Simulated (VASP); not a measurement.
# TiAl2 (Cmmm) in VASP: relaxation of cell and atoms with LDA

Aim: the relaxation of cell and atoms of TiAl2 with LDA.

All numbers are computed with VASP 6.6.1; they aren't measurements. Logs are shortened: lines on timing, memory, paths and dates and some standing lists are left out, and cuts for length are marked.

### 1 The cell of the first run

Symmetry: Cmmm, No. 65, orthorhombic system. Conventional cell: a = 3.859 Å, b = 11.939 Å, c = 3.933 Å, α = 90.00°, β = 90.00°, γ = 90.00°. Ti (site symmetry m2m) has 10 Al at 2.69 to 2.83 Å and 2 Ti at 2.95 Å within 3.5 Å. Within 3.5 Å of Al (site symmetry mmm) lie 4 Ti at 2.69 Å and 8 Al at 2.75 to 2.85 Å. Within 3.5 Å of Al (site symmetry m2m) lie 6 Al at 2.67 to 2.85 Å and 6 Ti at 2.76 to 2.83 Å. Al (site symmetry mmm) has 4 Ti at 2.71 Å and 8 Al at 2.75 to 2.83 Å within 3.6 Å.

### 2 Relaxation of cell and atoms, LDA

INCAR reads:

```
SYSTEM = TiAl2
PREC = Accurate
ENCUT = 500
EDIFF = 1E-7
ISMEAR = 0
SIGMA = 0.1
LREAL = .False.
LASPH = .True.
NELM = 120
ALGO = Normal
ISIF = 3
LWAVE = .False.
LCHARG = .False.
IBRION = 2
NSW = 100
EDIFFG = -0.005
GGA_COMPAT = .False.
NELMIN = 4
```

KPOINTS reads:

```
regular mesh
0
Gamma
  10 10 10
  0 0 0
```

POSCAR reads:

```
TiAl2
1.0
    1.9292658437     -5.9696085875      0.0000000000
    1.9292658437      5.9696085875      0.0000000000
    0.0000000000      0.0000000000      3.9333505058
Ti Al
2 4
Direct
    0.6564608717      0.3435391283      0.0000000000
    0.3435391283      0.6564608717      0.0000000000
    0.0000000000      0.0000000000      0.0000000000
    0.8270410807      0.1729589193      0.5000000000
    0.1729589193      0.8270410807      0.5000000000
    0.5000000000      0.5000000000      0.5000000000
```

Potentials or basis: VASP PAW LDA potentials, release 64 (Ti_sv, Al).

Started as:

```console
cat potpaw_LDA.64/Ti_sv/POTCAR potpaw_LDA.64/Al/POTCAR > POTCAR
mpirun -np 1 vasp_std > vasp.out
```

OUTCAR:

```text
SYSTEM = TiAl2
   PREC = Accurate
   ENCUT = 500
   EDIFF = 1E-7
   ISMEAR = 0
   LREAL = .False.
   LASPH = .True.
   NELM = 120
   ISIF = 3
   IBRION = 2
   NSW = 100
   EDIFFG = -0.005
   NELMIN = 4

 ion  position               nearest neighbor table
   1  0.656  0.344  0.000-   3 2.69   3 2.69   6 2.71   6 2.71   5 2.76   5 2.76   5 2.76   5 2.76
                             4 2.83   4 2.83
   2  0.344  0.656  0.000-   3 2.69   3 2.69   6 2.71   6 2.71   4 2.76   4 2.76   4 2.76   4 2.76
                             5 2.83   5 2.83
   3  0.000  0.000  0.000-   1 2.69   2 2.69   1 2.69   2 2.69   6 2.75   6 2.75   6 2.75   6 2.75
                             4 2.85   4 2.85   5 2.85   5 2.85
   4  0.827  0.173  0.500-   5 2.67   5 2.67   2 2.76   2 2.76   2 2.76   2 2.76   6 2.83   6 2.83
                             1 2.83   1 2.83   3 2.85   3 2.85
   5  0.173  0.827  0.500-   4 2.67   4 2.67   1 2.76   1 2.76   1 2.76   1 2.76   6 2.83   6 2.83
                             2 2.83   2 2.83   3 2.85   3 2.85
   6  0.500  0.500  0.500-   1 2.71   2 2.71   1 2.71   2 2.71   3 2.75   3 2.75   3 2.75   3 2.75
                             5 2.83   4 2.83   5 2.83   4 2.83

  LATTYP: Found a base centered orthorhombic cell.
 ALAT       =     3.8585316874
 B/A-ratio  =     3.0942384674
 C/A-ratio  =     1.0193904896

  Lattice vectors:

 A1 = (   1.9292658437,  -5.9696085875,   0.0000000000)
 A2 = (   1.9292658437,   5.9696085875,   0.0000000000)
 A3 = (   0.0000000000,   0.0000000000,   3.9333505058)

Analysis of symmetry for initial positions (statically):
=====================================================================
 Subroutine PRICEL returns:
 Original cell was already a primitive cell.

 Routine SETGRP: Setting up the symmetry group for a
 base centered orthorhombic supercell.

 Subroutine GETGRP returns: Found  8 space group operations
 (whereof  8 operations were pure point group operations)
 out of a pool of  8 trial point group operations.

The static configuration has the point symmetry D_2h.

Analysis of symmetry for dynamics (positions and initial velocities):
=====================================================================
 Subroutine PRICEL returns:
 Original cell was already a primitive cell.

 Routine SETGRP: Setting up the symmetry group for a
 base centered orthorhombic supercell.

 Subroutine GETGRP returns: Found  8 space group operations
 (whereof  8 operations were pure point group operations)
 out of a pool of  8 trial point group operations.

The dynamic configuration has the point symmetry D_2h.

 Subroutine INISYM returns: Found  8 space group operations
 (whereof  8 operations are pure point group operations),
 and found     1 'primitive' translations

----------------------------------------------------------------------------------------

                                     Primitive cell

  volume of cell :      90.6005

  direct lattice vectors                    reciprocal lattice vectors
     1.929265844 -5.969608587  0.000000000     0.259165942 -0.083757585  0.000000000
     1.929265844  5.969608587  0.000000000     0.259165942  0.083757585  0.000000000
     0.000000000  0.000000000  3.933350506     0.000000000  0.000000000  0.254236178

  length of vectors
     6.273618843  6.273618843  3.933350506     0.272364312  0.272364312  0.254236178

  position of ions in fractional coordinates (direct lattice)
     0.656460872  0.343539128  0.000000000
     0.343539128  0.656460872  0.000000000
     0.000000000  0.000000000  0.000000000
     0.827041081  0.172958919  0.500000000
     0.172958919  0.827041081  0.500000000
     0.500000000  0.500000000  0.500000000

  ion indices of the primitive-cell ions
   primitive index   ion index
                 1           1
                 2           2
                 3           3
                 4           4
                 5           5
                 6           6

----------------------------------------------------------------------------------------

 KPOINTS: regular mesh

Automatic generation of k-mesh.
 Grid dimensions read from file:
 generate k-points for:   10   10   10

 Generating k-lattice:

  Cartesian coordinates                     Fractional coordinates (reciprocal lattice)
     0.025916594 -0.008375759  0.000000000     0.100000000  0.000000000  0.000000000
     0.025916594  0.008375759  0.000000000     0.000000000  0.100000000  0.000000000
     0.000000000  0.000000000  0.025423618     0.000000000  0.000000000  0.100000000

  Length of vectors
     0.027236431  0.027236431  0.025423618

  Shift w.r.t. Gamma in fractional coordinates (k-lattice)
     0.000000000  0.000000000  0.000000000

 Subroutine IBZKPT returns following result:
 ===========================================

 Found    186 irreducible k-points:

 Following reciprocal coordinates:
            Coordinates               Weight
  0.000000  0.000000  0.000000      1.000000
  0.100000 -0.000000  0.000000      4.000000
  0.200000 -0.000000  0.000000      4.000000
  0.300000  0.000000  0.000000      4.000000
  0.400000 -0.000000  0.000000      4.000000
  0.500000 -0.000000  0.000000      2.000000
[... 16 lines left out ...]
  0.300000  0.300000  0.000000      2.000000
  0.400000  0.300000  0.000000      4.000000
 [... further k-points ...]
   k-points           NKPTS =    186   k-points in BZ     NKDIM =    186   number of bands    NBANDS=     22
   number of dos      NEDOS =    301   number of ions     NIONS =      6
   total plane-waves  NPLWV =  69120
   dimension x,y,z NGX =    48 NGY =   48 NGZ =   30
   dimension x,y,z NGXF=    96 NGYF=   96 NGZF=   60
   ions per type =               2   4
   NGX,Y,Z   is equivalent  to a cutoff of  12.72, 12.72, 12.68 a.u.
   NGXF,Y,Z  is equivalent  to a cutoff of  25.44, 25.44, 25.36 a.u.
 SYSTEM =  TiAl2
   PREC   = accura    normal or accurate (medium, high low for compatibility)
   ISTART =      0    job   : 0-new  1-cont  2-samecut
   ICHARG =      2    charge: 1-file 2-atom 10-const
   ISPIN  =      1    spin polarized calculation?
   LNONCOLLINEAR =      F non collinear calculations
   LSORBIT =      F    spin-orbit coupling
   LASPH  =      T    aspherical Exc in radial PAW
   ENCUT  =  500.0 eV  36.75 Ry    6.06 a.u.  11.44 11.44  7.17*2*pi/ulx,y,z
   NELM   =    120;   NELMIN=  4; NELMDL= -5     # of ELM steps
   EDIFF  = 0.1E-06   stopping-criterion for ELM
   LREAL  =      F    real-space projection
   EDIFFG = -.5E-02   stopping-criterion for IOM
   NSW    =    100    number of steps for IOM
   IBRION =      2    ionic relax: 0-MD 1-quasi-New 2-CG
   NFREE  =      1    steps in history (QN), initial steepest desc. (CG)
   ISIF   =      3    stress and relaxation
   ISYM   =      2    0-nonsym 1-usesym 2-fastsym
   POTIM  = 0.5000    time-step for ionic-motion
   TEBEG  =    0.0;   TEEND  =   0.0 temperature during run
   PSTRESS=    0.0 pullay stress
   NELECT =      36.0000    total number of electrons
   NUPDOWN=      -1.0000    fix difference up-down
   EMIN   =  10.00;   EMAX   =-10.00  energy-range for DOS
   EFERMI =   0.00;   METHOD = LEGACY
   ISMEAR =     0;   SIGMA  =   0.10  broadening in eV -4-tet -1-fermi 0-gaus
   EFERMI_NEDOS =   21; number of points for ismear=-14 and -15
   IALGO  =     38    algorithm
   IMIX   =      4    mixing-type and parameters
     AMIX     =   0.40;   BMIX     =  1.00
     AMIX_MAG =   1.60;   BMIX_MAG =  1.00
  volume/ion in A,a.u.               =      15.10       101.90
  Fermi-wavevector in a.u.,A,eV,Ry     =   1.203554  2.274387 19.708604  1.448542
  Thomas-Fermi vector in A             =   2.339304
   LORBIT       =      0    0 simple, 1 ext, 2 COOP (PROOUT), +10 PAW based schemes
   GGA     = CA    functional components
   LHFCALC =     F    Hartree Fock is set to
   AEXX    =    0.0000 exact exchange contribution
   IVDW    =     0    specifies the selected vdW correction
   LEPSILON=     F    determine dielectric tensor
   LRPA    =     F    only Hartree local field effects (RPA)
 conjugate gradient relaxation of ions
 non-spin polarized calculation
 Gauss-broadening in eV      SIGMA  =   0.10
  energy-cutoff  :      500.00
  volume of cell :       90.60
 maximum number of plane-waves:      2319
 NGX is ok and might be reduce to    48
   NGX = 23   NGY = 23   NGZ = 15

--------------------------------------- Ionic step        1  -------------------------------------------

 number of electron      35.9999994 magnetization

 Free energy of the ion-electron system (eV)
  ---------------------------------------------------
  ext. energy  EPLUGINS =         0.00000000
  ---------------------------------------------------
  free energy    TOTEN  =       -36.56767196 eV

  energy without entropy =      -36.55450944  energy(sigma->0) =      -36.56109070

------------------------ aborting loop because EDIFF is reached ----------------------------------------

  FORCE on cell =-STRESS in cart. coord.  units (eV):
  Direction    XX          YY          ZZ          XY          YZ          ZX
  --------------------------------------------------------------------------------------
  -------------------------------------------------------------------------------------
  Total        0.2462668      0.1851073      0.1272796      0.0000000      0.0000000      0.0000000
  in kB        4.3549780      3.2734337      2.2508096      0.0000000      0.0000000      0.0000000
  external PRESSURE =       3.2930738 kB  Pullay stress =       0.0000000 kB
[... 185 lines left out ...]
  energy  without entropy=      -36.5550074731  energy(sigma->0) =      -36.56160550

--------------------------------------- Ionic step        6  -------------------------------------------

 number of electron      35.9999994 magnetization

 Free energy of the ion-electron system (eV)
  ---------------------------------------------------
  ext. energy  EPLUGINS =         0.00000000
  ---------------------------------------------------
  free energy    TOTEN  =       -36.56820806 eV

  energy without entropy =      -36.55500766  energy(sigma->0) =      -36.56160786

 E-fermi :   8.7863     XC(G=0): -11.2634

 val. band max:        8.7763076235   @ k =   0.0000   0.0000   0.2000
 cond. band min:       8.7923732299   @ k =   0.1000  -0.0000   0.0000
 fundamental gap:      0.0160656064
 Fermi energy:         8.7863124750

 k-point     1 :       0.0000    0.0000    0.0000
  band No.  band energies     occupation
      1     -47.1088      2.00000
      2     -47.0731      2.00000
      3     -23.8611      2.00000
      4     -23.8329      2.00000
      5     -23.8225      2.00000
      6     -23.8065      2.00000
[... 574 lines left out ...]
      6     -23.8289      2.00000
[... 14 lines left out ...]
     21       9.5577      0.00000
     22      10.6597      0.00000

 [... further k-points ...]
[... 5 lines left out ...]
  --------------------------------------------------------------------------------------
  -------------------------------------------------------------------------------------
  Total       -0.0034514      0.0011496     -0.0063439      0.0000000      0.0000000      0.0000000
  in kB       -0.0608592      0.0202717     -0.1118642      0.0000000      0.0000000      0.0000000
  external PRESSURE =      -0.0508172 kB  Pullay stress =       0.0000000 kB
[... 21 lines left out ...]
  FREE ENERGIE OF THE ION-ELECTRON SYSTEM (eV)
  ---------------------------------------------------
  free  energy   TOTEN  =       -36.5682080643 eV

  energy  without entropy=      -36.5550076611  energy(sigma->0) =      -36.56160786

 reached required accuracy - stopping structural energy minimisation
```

Wall time 42 min (1 thread of Intel Xeon Platinum 8259CL at 2.50GHz (Skylake/Cascade Lake), shared host); peak memory 0.44 GiB.

What came out:

```yaml
Free_energy: -36.5682 eV
Relaxed_volume: 15.14 Å³/atom
Relaxed_cell: a = 6.281 Å, b = 6.281 Å, c = 3.933 Å, α = 90.00°, β = 90.00°, γ = 144.15°
Space_group_after_relaxing_to_0.1_Å: Cmmm (No. 65)
Energy_gained_by_relaxing: 0.1 meV/atom
Ionic_steps: 6
Pressure_after_relaxing: 0.0 GPa
Largest_force_after_relaxing: 0.004 eV/Å
Band_gap_on_the_k_mesh: zero (bands 18 and 19 overlap by 1.57 eV)
```

Forces on the atoms (eV/Å):
```
Ti   0.000  0.000  0.000
Ti   0.000  0.000  0.000
Al   0.000  0.000  0.000
Al   0.000  0.004  0.000
Al   0.000 -0.004  0.000
Al   0.000  0.000  0.000
```

The path:
```tsv
step	energy change (eV)	largest force (eV/Å)	pressure (GPa)	volume (Å³)
1	0.0000	0.0470	0.33	90.60
2	-0.0004	0.0252	-0.21	91.01
3	-0.0004	0.0309	-0.07	90.90
4	-0.0005	0.0118	-0.02	90.87
5	-0.0005	0.0063	0.01	90.85
6	-0.0005	0.0036	-0.01	90.86
```

Final structure:
```cif
data_structure
_symmetry_space_group_name_H-M 'P 1'
_symmetry_Int_Tables_number 1
_cell_length_a 6.2810
_cell_length_b 6.2810
_cell_length_c 3.9330
_cell_angle_alpha 90.000
_cell_angle_beta 90.000
_cell_angle_gamma 144.154
_cell_volume 90.86
loop_
_atom_site_label
_atom_site_type_symbol
_atom_site_fract_x
_atom_site_fract_y
_atom_site_fract_z
_atom_site_occupancy
Ti1 Ti 0.65608 0.34392 0.00000 1
Ti2 Ti 0.34392 0.65608 0.00000 1
Al1 Al 0.00000 0.00000 0.00000 1
Al2 Al 0.82704 0.17296 0.50000 1
Al3 Al 0.17296 0.82704 0.50000 1
Al4 Al 0.50000 0.50000 0.50000 1
```

Levels at points of the mesh, in eV from the Fermi level:
| k point | band 16 | band 17 | band 18 | band 19 | band 20 | band 21 |
| --- | --- | --- | --- | --- | --- | --- |
| (0.00, 0.00, 0.00) | -0.68 | -0.53 | -0.51 | 0.37 | 0.59 | 0.92 |
| (0.50, 0.00, 0.00) | -1.31 | -1.02 | -0.27 | 0.84 | 1.21 | 1.38 |
| (0.50, 0.50, 0.00) | -1.26 | -0.69 | -0.50 | 0.23 | 1.21 | 1.28 |
| (0.00, 0.00, 0.50) | -0.86 | -0.18 | 0.08 | 0.57 | 1.06 | 1.16 |
| (0.50, 0.00, 0.50) | -1.73 | -1.52 | -1.14 | -0.55 | 1.29 | 1.35 |
| (0.50, 0.50, 0.50) | -0.86 | 0.06 | 0.85 | 0.97 | 1.39 | 1.52 |
